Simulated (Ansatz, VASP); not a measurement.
**Al3GaN4 in VASP and in Ansatz**

The input INCAR:

```
ALGO     = Normal         # electronic algorithm
EDIFF    = 1E-6           # SCF threshold, eV
ENCUT    = 520            # plane-wave cutoff, eV
GGA      = PS             # functional
ISIF     = 2              # what is computed and relaxed
ISMEAR   = 0              # smearing method
LASPH    = T              # aspherical terms in the spheres
LCHARG   = F              # write CHGCAR
LREAL    = F              # projectors in reciprocal space
LWAVE    = F              # write WAVECAR
NBANDS   = 31             # bands
NELM     = 60             # most SCF steps
PREC     = Accurate       # precision mode
SIGMA    = 0.05           # smearing width, eV
```

Contents of KPOINTS:

```
k-points
0
Gamma
  6 8 4
```

The input POSCAR:

```
Al3GaN4
1.0
    5.0434079713      0.0000000000      0.0001149907
    0.0000000000      3.1300738974      0.0000000000
   -0.0032362569      0.0000000000      5.4179919474
Al Ga N
3 1 4
Direct
    0.5002300423      0.4717379219      0.1673295664
    0.0009207036      0.4836569530      0.8348055932
    0.0010880650     -0.0559092231      0.3316926342
    0.4994217138      0.0508191378      0.6662009016
    0.1111724737     -0.0152012168      0.6663292503
    0.1224543238      0.4468857774      0.1671578647
    0.6251234799      0.5359161135      0.8401923551
    0.6231881979     -0.0269446446      0.3262928345
```

Input for Ansatz:

```yaml
crystal:
  lattice:
    - [5.0434079713, 0.0, 0.0001149907]
    - [0.0, 3.1300738974, 0.0]
    - [-0.0032362569, 0.0, 5.4179919474]
  atoms:
    - { symbol: Al, position: [0.5002300423, 0.4717379219, 0.1673295664] }
    - { symbol: Al, position: [0.0009207036, 0.483656953, 0.8348055932] }
    - { symbol: Al, position: [0.001088065, -0.0559092231, 0.3316926342] }
    - { symbol: Ga, position: [0.4994217138, 0.0508191378, 0.6662009016] }
    - { symbol: "N", position: [0.1111724737, -0.0152012168, 0.6663292503] }
    - { symbol: "N", position: [0.1224543238, 0.4468857774, 0.1671578647] }
    - { symbol: "N", position: [0.6251234799, 0.5359161135, 0.8401923551] }
    - { symbol: "N", position: [0.6231881979, -0.0269446446, 0.3262928345] }
basis:
  ecutwfc: 420
kpoints:
  mp_grid: { grid: [6, 8, 4] }
hamiltonian:
  xc: pbesol
scf:
  occupations: { method: gaussian, width: 0.05 }
output:
  forces: true
  stress: true
  eigenvalues: true
  write_density: true
  write_potential: true
  elf: true
  volumetric_format: npy
```

Change from the starting cell: mode 4 (171.0 1/cm) frozen in, largest displacement +0.175 Å.

Alike in both runs: task single point; functional PBEsol; k mesh 6 × 8 × 4; occupations gaussian, width 0.05 eV; no spin polarisation.

|  | VASP | Ansatz |
| --- | --- | --- |
| version | VASP 6.6.1 | Ansatz 0.2.0 |
| potentials or method | VASP PAW PBE potentials, release 64 (Al, Ga_d, N), cutoff 520 eV | scalar-relativistic, plane waves, PAW |
| valence electrons in the cell | 42 | 42 |

|  | VASP | Ansatz | Ansatz less VASP |
| --- | --- | --- | --- |
| gap on the k mesh at the Fermi level (eV) | 3.38 | 3.36 | -0.016 |
| least direct gap on the mesh (eV) | 3.38 | 3.36 | -0.016 |
| pressure (GPa) | -0.5 | -0.4 | +0.08 |
| traceless stress, the component that is largest in VASP (GPa) | 0.55 | 0.56 | +0.013 |
| rms of the force components (eV/Å) | 0.291 | 0.291 | +0.0004 |

VASP's potentials were made for PBE, not for PBEsol. Atom by atom the forces differ by 0.004 eV/Å (rms over components).
